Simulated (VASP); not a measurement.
# Al (Pnma) in VASP: a series of runs, part 2 of 3

VASP 6.6.1. Earlier steps stand in the parts before.

### Step 3. Single point, PBE

This run uses another cell than the first one, of 17.85 Å³/atom.

INCAR

```
PREC = Accurate
ENCUT = 520
EDIFF = 1E-6
ISMEAR = 0
SIGMA = 0.1
LREAL = False
LASPH = True
NELM = 80
ALGO = Normal
ISIF = 2
LWAVE = False
LCHARG = True
GGA = PE
LELF = True
LVHAR = True
NBANDS = 22
```

KPOINTS

```
Automatic mesh
0
Gamma
  4 6 4
```

POSCAR

```
Al
1.0
    6.3011937288      0.0000000000      0.0000000000
    0.0000000000      2.8902856607      0.0000000000
    0.0000000000      0.0000000000      7.8412739205
Al
8
Direct
   -0.0012557884      0.2500000000      0.7005571717
    0.4987442116      0.2500000000      0.7994428283
    1.0012557884      0.7500000000      0.2994428283
    0.5012557884      0.7500000000      0.2005571717
    0.1832356575      0.2500000000      0.0332338759
    0.6832356575      0.2500000000      0.4667661241
    0.8167643425      0.7500000000      0.9667661241
    0.3167643425      0.7500000000      0.5332338759
```

Potentials or basis: VASP PAW PBE potentials, release 64 (Al).

Command:

```
> cat potpaw_PBE.64/Al/POTCAR > POTCAR
> mpirun -np 1 vasp_std > vasp.out
```

OUTCAR:

```text
PREC = Accurate
   ENCUT = 520
   EDIFF = 1E-6
   ISMEAR = 0
   LREAL = False
   LASPH = True
   NELM = 80
   ISIF = 2
   GGA = PE

 ion  position               nearest neighbor table
   1  0.999  0.250  0.701-   6 2.70   7 2.79   7 2.79   8 2.80   8 2.80   5 2.86   2 3.24   2 3.24

   2  0.499  0.250  0.799-   5 2.70   8 2.79   8 2.79   7 2.80   7 2.80   6 2.86   1 3.24   1 3.24

   3  0.001  0.750  0.299-   8 2.70   5 2.79   5 2.79   6 2.80   6 2.80   7 2.86   4 3.24   4 3.24
[... 7 lines left out ...]
   7  0.817  0.750  0.967-   4 2.70   5 2.77   5 2.77   1 2.79   1 2.79   2 2.80   2 2.80   3 2.86

   8  0.317  0.750  0.533-   3 2.70   6 2.77   6 2.77   2 2.79   2 2.79   1 2.80   1 2.80   4 2.86

  LATTYP: Found a simple orthorhombic cell.
 ALAT       =     2.8902856607
 B/A-ratio  =     2.1801283570
 C/A-ratio  =     2.7129754083

  Lattice vectors:

 A1 = (   0.0000000000,  -2.8902856607,   0.0000000000)
 A2 = (   6.3011937288,   0.0000000000,   0.0000000000)
 A3 = (   0.0000000000,   0.0000000000,   7.8412739205)

Analysis of symmetry for initial positions (statically):
=====================================================================
 Subroutine PRICEL returns:
 Original cell was already a primitive cell.

 Routine SETGRP: Setting up the symmetry group for a
 simple orthorhombic supercell.

 Subroutine GETGRP returns: Found  8 space group operations
 (whereof  2 operations were pure point group operations)
 out of a pool of  8 trial point group operations.

The static configuration has the point symmetry S_2 .
 The point group associated with its full space group is D_2h.

Analysis of symmetry for dynamics (positions and initial velocities):
=====================================================================
 Subroutine PRICEL returns:
 Original cell was already a primitive cell.

[... 143 lines left out ...]
  Thomas-Fermi vector in A             =   2.026756
   LORBIT       =      0    0 simple, 1 ext, 2 COOP (PROOUT), +10 PAW based schemes
   GGA     = PE    functional components
   LHFCALC =     F    Hartree Fock is set to
   AEXX    =    0.0000 exact exchange contribution
   IVDW    =     0    specifies the selected vdW correction
   LEPSILON=     F    determine dielectric tensor
   LRPA    =     F    only Hartree local field effects (RPA)
 non-spin polarized calculation
 Gauss-broadening in eV      SIGMA  =   0.10
  energy-cutoff  :      520.00
  volume of cell :      142.81
 maximum number of plane-waves:      3888
 NGX is ok and might be reduce to    48
   NGX = 23   NGY = 11   NGZ = 29

 number of electron      24.0000000 magnetization

 Free energy of the ion-electron system (eV)
  ---------------------------------------------------
  ext. energy  EPLUGINS =         0.00000000
  ---------------------------------------------------
  free energy    TOTEN  =       -29.26597507 eV

  energy without entropy =      -29.25807579  energy(sigma->0) =      -29.26202543

 E-fermi :   6.9906     XC(G=0):  -9.8753

 val. band max:        6.9148307298   @ k =   0.0000   0.0000   0.2500
 cond. band min:       7.0114077748   @ k =   0.2500   0.3333   0.0000
 fundamental gap:      0.0965770450
 Fermi energy:         6.9906175511

 k-point     1 :       0.0000    0.0000    0.0000
  band No.  band energies     occupation
      1      -3.5033      2.00000
      2      -1.3809      2.00000
      3      -1.0114      2.00000
      4       0.0780      2.00000
      5       0.3947      2.00000
      6       2.2098      2.00000
[... 589 lines left out ...]
     21      10.5274      0.00000
     22      10.5274      0.00000

 [... further k-points ...]

------------------------ aborting loop because EDIFF is reached ----------------------------------------

  FORCE on cell =-STRESS in cart. coord.  units (eV):
  Direction    XX          YY          ZZ          XY          YZ          ZX
  --------------------------------------------------------------------------------------
  -------------------------------------------------------------------------------------
  Total        0.1004677     -0.0191212      0.0642776      0.0000000      0.0000000      0.0000000
  in kB        1.1271633     -0.2145234      0.7211410      0.0000000      0.0000000      0.0000000
  external PRESSURE =       0.5445936 kB  Pullay stress =       0.0000000 kB

 VOLUME and BASIS-vectors are now :
 -----------------------------------------------------------------------------
  energy-cutoff  :      520.00
  volume of cell :      142.81
      direct lattice vectors                 reciprocal lattice vectors
     6.301193729  0.000000000  0.000000000     0.158700088  0.000000000  0.000000000
     0.000000000  2.890285661  0.000000000     0.000000000  0.345986562  0.000000000
     0.000000000  0.000000000  7.841273920     0.000000000  0.000000000  0.127530298

 POSITION                                       TOTAL-FORCE (eV/Angst)
 -----------------------------------------------------------------------------------
      6.29328      0.72257      5.49326         0.008879     -0.000000      0.005279
      3.14268      0.72257      6.26865         0.008879     -0.000000     -0.005279
      0.00791      2.16771      2.34801        -0.008879      0.000000     -0.005279
      3.15851      2.16771      1.57262        -0.008879      0.000000      0.005279
      1.15460      0.72257      0.26060         0.005137      0.000000      0.007385
      4.30520      0.72257      3.66004         0.005137     -0.000000     -0.007385
      5.14659      2.16771      7.58068        -0.005137     -0.000000     -0.007385
      1.99599      2.16771      4.18123        -0.005137     -0.000000      0.007385
 -----------------------------------------------------------------------------------
    total drift:                               -0.000000      0.000000     -0.000000

  FREE ENERGIE OF THE ION-ELECTRON SYSTEM (eV)
  ---------------------------------------------------
  free  energy   TOTEN  =       -29.2659750728 eV

  energy  without entropy=      -29.2580757904  energy(sigma->0) =      -29.26202543
```

It took 60 s on 1 thread of Intel Xeon Platinum 8488C (Sapphire Rapids), shared host; peak memory 0.27 GiB.

Results:

| Quantity | Value |
| --- | --- |
| Free energy | -29.2660 eV |
| Pressure | 0.1 GPa |
| Largest force | 0.010 eV/Å |
| Band gap on the k mesh | zero (bands 12 and 13 overlap by 2.67 eV) |

Forces on the atoms (eV/Å):
```
Al   0.009  0.000  0.005
Al   0.009  0.000 -0.005
Al  -0.009  0.000 -0.005
Al  -0.009  0.000  0.005
Al   0.005  0.000  0.007
Al   0.005  0.000 -0.007
Al  -0.005  0.000 -0.007
Al  -0.005  0.000  0.007
```

Caveat: the k points lie up to 0.36 Å⁻¹ apart, too coarse for converged energies and pressures of a metal.

(Part 2 of 3 ends here.)
